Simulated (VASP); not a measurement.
# BeNb2CuAg12 in VASP: further runs

Runs on BeNb2CuAg12. Level: PBE. Tasks: single point.

Everything below comes from runs of VASP 6.6.1. Logs are shortened: lines on timing, memory, paths and dates and some standing lists are left out, and cuts for length are marked.

**1. The cell of the first run**

The cell holds an amorphous packing of atoms, 16 atoms: a = 6.521 Å, b = 6.253 Å, c = 6.507 Å, α = 90.50°, β = 90.86°, γ = 95.43°.

**2. Single point, PBE**

Input file INCAR:

```
SYSTEM = BeNb2CuAg12
ALGO = Normal
EDIFF = 1E-7
ENCUT = 520
GGA = PE
ISIF = 2
ISMEAR = -1
ISYM = 0
LASPH = .TRUE.
LCHARG = .FALSE.
LREAL = Auto
LWAVE = .FALSE.
NBANDS = 100
NELM = 80
PREC = Accurate
SIGMA = 0.05
```

Input file KPOINTS:

```
Automatic mesh
0
Gamma
  1 1 1
  0.25 0.25 0.25
```

Input file POSCAR:

```
BeNb2CuAg12
1.0
    6.5133610000     -0.3026030000     -0.0497390000
   -0.3026030000      6.2459810000     -0.0287500000
   -0.0497390000     -0.0287500000      6.5065590000
Ag Nb Be Cu
12 2 1 1
Direct
    0.4902777693      0.4126833861      0.8195152881
    0.2615868412      0.1570869212      0.6004856510
    0.5112196162      0.9109090678      0.3337440248
    0.0279833282      0.4158435978      0.2831781540
    0.7725551280      0.1556901612      0.0272448481
    1.0034067807      0.8654873368      0.8068020609
    0.7767040685      0.1750582310      0.5695096913
    0.0704590493      0.4354791449      0.8403250609
    0.7283917960      0.6412958229      0.0850776477
    0.7685859531      0.6542144367      0.5469052631
    0.4622560566      0.4330036210      0.3015415688
    0.5066288099      0.8673209027      0.8015123949
    0.0487447943      0.9023594522      0.3010668698
    0.2519456768      0.1034552887      0.0547913061
    0.2650944278      0.6946774217      0.0956037604
    0.2437298062      0.6616031310      0.5531900912
```

Potentials or basis: VASP PAW PBE potentials, release 64 (Ag, Nb_sv, Be, Cu).

Launch:

```bash
cat potpaw_PBE.64/Ag/POTCAR potpaw_PBE.64/Nb_sv/POTCAR potpaw_PBE.64/Be/POTCAR potpaw_PBE.64/Cu/POTCAR > POTCAR
mpirun -np 1 vasp_std > vasp.out
```

OUTCAR:

```text
SYSTEM = BeNb2CuAg12
   EDIFF = 1E-7
   ENCUT = 520
   GGA = PE
   ISIF = 2
   ISMEAR = -1
   ISYM = 0
   LASPH = .TRUE.
   LREAL = Auto
   NELM = 80
   PREC = Accurate

 ion  position               nearest neighbor table
   1  0.490  0.413  0.820-   2 2.50   9 2.63   8 2.76  14 2.84  12 2.84   5 2.88  10 2.89  16 2.91
                             7 2.99  11 3.15  11 3.38  12 3.42
   2  0.262  0.157  0.600-   1 2.50   8 2.73   6 2.74  13 2.78  12 2.84  11 2.86   3 2.92  14 2.98
                            16 3.10   4 3.10   7 3.18  16 3.19   7 3.36
   3  0.511  0.911  0.334-  15 2.51  16 2.67   7 2.72  10 2.79  14 2.82   9 2.82   2 2.92  11 2.98
                             5 2.98  13 3.02  12 3.06  11 3.32  12 3.47
   4  0.028  0.416  0.283-  15 2.55  16 2.63   5 2.75   9 2.82  11 2.82   7 2.85   8 2.90  10 2.92
                            14 2.95  13 3.03   2 3.10  13 3.23
   5  0.773  0.156  0.027-   4 2.75  12 2.78   8 2.79   6 2.86   1 2.88   3 2.98   7 2.98  13 3.07
                             9 3.10  14 3.18   9 3.23  11 3.32   7 3.53
   6  0.003  0.865  0.807-  10 2.54  14 2.62  16 2.69   2 2.74   8 2.77  15 2.80   9 2.85   5 2.86
                             7 2.97  13 3.23  12 3.24  12 3.28  13 3.32   8 3.55
   7  0.777  0.175  0.570-   3 2.72   4 2.85  12 2.93   8 2.95   6 2.97   5 2.98   1 2.99  10 3.01
                            13 3.12   2 3.18  11 3.23  10 3.25   2 3.36   5 3.53
   8  0.070  0.435  0.840-  15 2.55  16 2.56   2 2.73   1 2.76   6 2.77   5 2.79  14 2.85   4 2.90
                             7 2.95   9 3.13  10 3.14   6 3.55
   9  0.728  0.641  0.085-  11 2.52   1 2.63  12 2.80   3 2.82   4 2.82   6 2.85  13 2.87  10 3.01
                             5 3.10   8 3.13   5 3.23  10 3.52
  10  0.769  0.654  0.547-   6 2.54  11 2.79   3 2.79  13 2.81  12 2.81   1 2.89   4 2.92   7 3.01
                             9 3.01  16 3.09   8 3.14   7 3.25   9 3.52
  11  0.462  0.433  0.302-   9 2.52  15 2.55  16 2.68  10 2.79   4 2.82  14 2.84   2 2.86   3 2.98
                             1 3.15   7 3.23   5 3.32   3 3.32   1 3.38
  12  0.507  0.867  0.802-  16 2.58  15 2.67   5 2.78   9 2.80  10 2.81   1 2.84   2 2.84  14 2.86
                             7 2.93   3 3.06   6 3.24   6 3.28   1 3.42   3 3.47
  13  0.049  0.902  0.301-  14 2.38  15 2.42  16 2.63   2 2.78  10 2.81   9 2.87   3 3.02   4 3.03
                             5 3.07   7 3.12   6 3.23   4 3.23   6 3.32
  14  0.252  0.103  0.055-  13 2.38  15 2.58   6 2.62   3 2.82  11 2.84   1 2.84   8 2.85  12 2.86
                             4 2.95   2 2.98   5 3.18
  15  0.265  0.695  0.096-  13 2.42   3 2.51   8 2.55   4 2.55  11 2.55  14 2.58  12 2.67   6 2.80

  16  0.244  0.662  0.553-   8 2.56  12 2.58   4 2.63  13 2.63   3 2.67  11 2.68   6 2.69   1 2.91
                            10 3.09   2 3.10   2 3.19

IMPORTANT INFORMATION: All symmetrisations will be switched off!
NOSYMM: (Re-)initialisation of all symmetry stuff for point group C_1.

----------------------------------------------------------------------------------------

                                     Primitive cell

  volume of cell :     264.0845

  direct lattice vectors                    reciprocal lattice vectors
     6.513361000 -0.302603000 -0.049739000     0.153886430  0.007461000  0.001209343
    -0.302603000  6.245981000 -0.028750000     0.007461000  0.160467947  0.000766082
    -0.049739000 -0.028750000  6.506559000     0.001209343  0.000766082  0.153703698

  length of vectors
     6.520576206  6.253372993  6.506812626     0.154071939  0.160643130  0.153710364

  position of ions in fractional coordinates (direct lattice)
     0.490277769  0.412683386  0.819515288
     0.261586841  0.157086921  0.600485651
     0.511219616  0.910909068  0.333744025
     0.027983328  0.415843598  0.283178154
     0.772555128  0.155690161  0.027244848
     0.003406781  0.865487337  0.806802061
[... 8 lines left out ...]
     0.265094428  0.694677422  0.095603760
     0.243729806  0.661603131  0.553190091

  ion indices of the primitive-cell ions
   primitive index   ion index
                 1           1
                 2           2
                 3           3
                 4           4
                 5           5
                 6           6
[... 8 lines left out ...]
                15          15
                16          16

----------------------------------------------------------------------------------------

 KPOINTS: Automatic mesh

Automatic generation of k-mesh.
 Grid dimensions read from file:
 generate k-points for:    1    1    1

 Generating k-lattice:

  Cartesian coordinates                     Fractional coordinates (reciprocal lattice)
     0.153886430  0.007461000  0.001209343     1.000000000 -0.000000000  0.000000000
     0.007461000  0.160467947  0.000766082     0.000000000  1.000000000  0.000000000
     0.001209343  0.000766082  0.153703698     0.000000000  0.000000000  1.000000000

  Length of vectors
     0.154071939  0.160643130  0.153710364

  Shift w.r.t. Gamma in fractional coordinates (k-lattice)
     0.250000000  0.250000000  0.250000000

 Subroutine IBZKPT returns following result:
 ===========================================

 Found      1 irreducible k-points:

 Following reciprocal coordinates:
            Coordinates               Weight
  0.250000  0.250000  0.250000      2.000000
   k-points           NKPTS =      1   k-points in BZ     NKDIM =      1   number of bands    NBANDS=    100
   number of dos      NEDOS =    301   number of ions     NIONS =     16
   total plane-waves  NPLWV = 110592
   dimension x,y,z NGX =    48 NGY =   48 NGZ =   48
   dimension x,y,z NGXF=    96 NGYF=   96 NGZF=   96
   ions per type =              12   2   1   1
   NGX,Y,Z   is equivalent  to a cutoff of  12.24, 12.76, 12.26 a.u.
   NGXF,Y,Z  is equivalent  to a cutoff of  24.48, 25.52, 24.53 a.u.
 SYSTEM =  BeNb2CuAg12
   PREC   = accura    normal or accurate (medium, high low for compatibility)
   ISTART =      0    job   : 0-new  1-cont  2-samecut
   ICHARG =      2    charge: 1-file 2-atom 10-const
   ISPIN  =      1    spin polarized calculation?
   LNONCOLLINEAR =      F non collinear calculations
   LSORBIT =      F    spin-orbit coupling
   LASPH  =      T    aspherical Exc in radial PAW
   ENCUT  =  520.0 eV  38.22 Ry    6.18 a.u.  12.12 11.63 12.10*2*pi/ulx,y,z
   NELM   =     80;   NELMIN=  2; NELMDL= -5     # of ELM steps
   EDIFF  = 0.1E-06   stopping-criterion for ELM
   LREAL  =      T    real-space projection
   EDIFFG = 0.1E-05   stopping-criterion for IOM
   NSW    =      0    number of steps for IOM
   IBRION =     -1    ionic relax: 0-MD 1-quasi-New 2-CG
   NFREE  =      0    steps in history (QN), initial steepest desc. (CG)
   ISIF   =      2    stress and relaxation
   ISYM   =      0    0-nonsym 1-usesym 2-fastsym
   POTIM  = 0.5000    time-step for ionic-motion
   TEBEG  =    0.0;   TEEND  =   0.0 temperature during run
   PSTRESS=    0.0 pullay stress
   NELECT =     171.0000    total number of electrons
   NUPDOWN=      -1.0000    fix difference up-down
   EMIN   =  10.00;   EMAX   =-10.00  energy-range for DOS
   EFERMI =   0.00;   METHOD = LEGACY
   ISMEAR =    -1;   SIGMA  =   0.05  broadening in eV -4-tet -1-fermi 0-gaus
   EFERMI_NEDOS =   21; number of points for ismear=-14 and -15
   IALGO  =     38    algorithm
   IMIX   =      4    mixing-type and parameters
     AMIX     =   0.40;   BMIX     =  1.00
     AMIX_MAG =   1.60;   BMIX_MAG =  1.00
  volume/ion in A,a.u.               =      16.51       111.38
  Fermi-wavevector in a.u.,A,eV,Ry     =   1.416313  2.676443 27.292505  2.005943
  Thomas-Fermi vector in A             =   2.537660
   LORBIT       =      0    0 simple, 1 ext, 2 COOP (PROOUT), +10 PAW based schemes
   GGA     = PE    functional components
   LHFCALC =     F    Hartree Fock is set to
   AEXX    =    0.0000 exact exchange contribution
   IVDW    =     0    specifies the selected vdW correction
   LEPSILON=     F    determine dielectric tensor
   LRPA    =     F    only Hartree local field effects (RPA)
 non-spin polarized calculation
  energy-cutoff  :      520.00
  volume of cell :      264.08
 maximum number of plane-waves:      7120
 NGX is ok and might be reduce to    48
   NGX = 25   NGY = 23   NGZ = 25

 number of electron     171.0000002 magnetization

 Free energy of the ion-electron system (eV)
  ---------------------------------------------------
  ext. energy  EPLUGINS =         0.00000000
  ---------------------------------------------------
  free energy    TOTEN  =       -56.00668279 eV

  energy without entropy =      -55.90441837  energy(sigma->0) =      -55.95555058

 E-fermi :   8.7740     XC(G=0): -12.1277

 val. band max:        8.7719457651   @ k =   0.2500   0.2500   0.2500
 cond. band min:       8.9430930218   @ k =   0.2500   0.2500   0.2500
 fundamental gap:      0.1711472567
 Fermi energy:         8.7740424213

 k-point     1 :       0.2500    0.2500    0.2500
  band No.  band energies     occupation
      1     -45.9868      2.00000
      2     -45.6138      2.00000
      3     -22.7695      2.00000
      4     -22.1501      2.00000
      5     -22.1235      2.00000
      6     -21.8372      2.00000
[... 89 lines left out ...]
     96      11.8738      0.00000
     97      12.4795      0.00000
 [bands above 97 left out]

------------------------ aborting loop because EDIFF is reached ----------------------------------------

  FORCE on cell =-STRESS in cart. coord.  units (eV):
  Direction    XX          YY          ZZ          XY          YZ          ZX
  --------------------------------------------------------------------------------------
  -------------------------------------------------------------------------------------
  Total       12.7032816     11.6651770     11.9969936     10.7770736      4.9849281      5.9905342
  in kB       77.0696941     70.7716043     72.7847067     65.3835592     30.2431208     36.3440450
  external PRESSURE =      73.5420017 kB  Pullay stress =       0.0000000 kB

 VOLUME and BASIS-vectors are now :
 -----------------------------------------------------------------------------
  energy-cutoff  :      520.00
  volume of cell :      264.08
      direct lattice vectors                 reciprocal lattice vectors
     6.513361000 -0.302603000 -0.049739000     0.153886430  0.007461000  0.001209343
    -0.302603000  6.245981000 -0.028750000     0.007461000  0.160467947  0.000766082
    -0.049739000 -0.028750000  6.506559000     0.001209343  0.000766082  0.153703698

 POSITION                                       TOTAL-FORCE (eV/Angst)
 -----------------------------------------------------------------------------------
      3.02772      2.40569      5.29597         0.660195      0.555110      0.239242
      1.62641      0.88474      3.88957        -0.437112     -0.488868     -1.233554
      3.03751      5.52523      2.11991         0.193573      0.264028     -0.040984
      0.04235      2.58074      1.82917         0.182269      0.053835      0.082921
      4.98346      0.73788      0.13437        -0.206526     -0.192930      0.671046
     -0.27984      5.38159      5.22445        -0.171482      0.087550      0.297765
[... 8 lines left out ...]
      1.51169      4.25597      0.58889         0.208970     -0.257767     -0.389396
      1.35978      4.04270      3.56822        -0.097777     -0.070461     -0.327882
 -----------------------------------------------------------------------------------
    total drift:                               -0.001511     -0.006313      0.011082

  FREE ENERGIE OF THE ION-ELECTRON SYSTEM (eV)
  ---------------------------------------------------
  free  energy   TOTEN  =       -56.0066827851 eV

  energy  without entropy=      -55.9044183690  energy(sigma->0) =      -55.95555058
```

It took 2 min on 1 thread of Intel Xeon Platinum 8259CL at 2.50GHz (Skylake/Cascade Lake), shared host; peak memory 0.34 GiB.

Results:

* Free energy: -56.0067 eV
* Pressure: 7.4 GPa
* Largest force: 1.540 eV/Å

Forces on the atoms (eV/Å):
```
Ag   0.660  0.555  0.239
Ag  -0.437 -0.489 -1.234
Ag   0.194  0.264 -0.041
Ag   0.182  0.054  0.083
Ag  -0.207 -0.193  0.671
Ag  -0.171  0.088  0.298
Ag   0.208 -0.104 -0.063
Ag  -0.746 -0.116  0.052
Ag   1.187  0.753 -0.628
Ag  -0.327 -0.871 -0.412
Ag  -0.438 -1.046  0.881
Ag   0.013  0.292  0.192
Nb  -0.414  0.412  0.111
Nb   0.186  0.730  0.568
Be   0.209 -0.258 -0.389
Cu  -0.098 -0.070 -0.328
```

Stress tensor (GPa, compression positive):
```
7.71 6.54 3.63
6.54 7.08 3.02
3.63 3.02 7.28
```

Levels at points of the mesh, in eV from the Fermi level:
```
           k point  band 84  band 85  band 86  band 87  band 88  band 89
(0.25, 0.25, 0.25)    -0.33    -0.16     0.00     0.17     0.79     1.05
```

Caveat: the k points lie up to 1.01 Å⁻¹ apart.

(Part 1 of 2 ends here.)
